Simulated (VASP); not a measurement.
Wanted: the native input for a VASP 6.6.1 run.

| Property | Result |
| --- | --- |
| Task | single point |
| Functional | r2SCAN |
| Potentials or basis | VASP PAW PBE potentials, release 64 (Ta_pv) |
| Cutoff | 520 eV |
| k mesh | 13 × 13 × 13 |
| Occupations | gaussian, width 1 eV |
| Spin | no spin polarisation |
| Dipole correction | no |
| Further INCAR settings | ALGO = Normal; EDIFF = 1e-07; NBANDS = 12 |

The system is Ta.

```
CELL_PARAMETERS angstrom
-1.65336 1.65336 1.65336
1.65336 -1.65336 1.65336
1.65336 1.65336 -1.65336
ATOMIC_POSITIONS crystal
Ta 0.00000 0.00000 0.00000
```

The input as run:

POSCAR

```
Ta
1.0
   -1.6533592789      1.6533592789      1.6533592789
    1.6533592789     -1.6533592789      1.6533592789
    1.6533592789      1.6533592789     -1.6533592789
Ta
1
Direct
    0.0000000000      0.0000000000      0.0000000000
```

INCAR.step1

```
SYSTEM = Ta
PREC = Accurate
ENCUT = 520
ISMEAR = 0
SIGMA = 1.0
LREAL = .FALSE.
LASPH = .TRUE.
NELM = 60
NBANDS = 12
GGA = PE
ALGO = Normal
EDIFF = 1E-4
LWAVE = .TRUE.
LCHARG = .FALSE.
```

INCAR.step2

```
SYSTEM = Ta
PREC = Accurate
ENCUT = 520
EDIFF = 1E-7
ISMEAR = 0
SIGMA = 1.0
LREAL = .FALSE.
LASPH = .TRUE.
NELM = 60
ALGO = Normal
ISIF = 2
LWAVE = .FALSE.
LCHARG = .FALSE.
METAGGA = R2SCAN
LMIXTAU = .TRUE.
NBANDS = 12
ISTART = 1
```

KPOINTS

```
Automatic mesh
0
G
  13 13 13
  0 0 0
```

Potentials or basis: VASP PAW PBE potentials, release 64 (Ta_pv).

Launch:

```bash
$ cat potpaw_PBE.64/Ta_pv/POTCAR > POTCAR
$ cp INCAR.step1 INCAR
$ mpirun -np 1 vasp_std > vasp.out
$ cp INCAR.step2 INCAR
$ mpirun -np 1 vasp_std > vasp.out
```

Results of the run:

* Pressure: 2.7 GPa
* Band gap on the k mesh: zero (an odd number of electrons rules out a gap without spin polarisation)

Caveat: so wide a smearing shifts energies and pressures; the PAW data sets were made with another functional, which shifts forces and pressure a little; spin-orbit coupling is left out, which moves the levels of the heavy elements.

Run time: 51 s on 1 thread of AMD EPYC 9R45 (Zen 5), with other jobs on the host, peak memory 0.12 GiB.
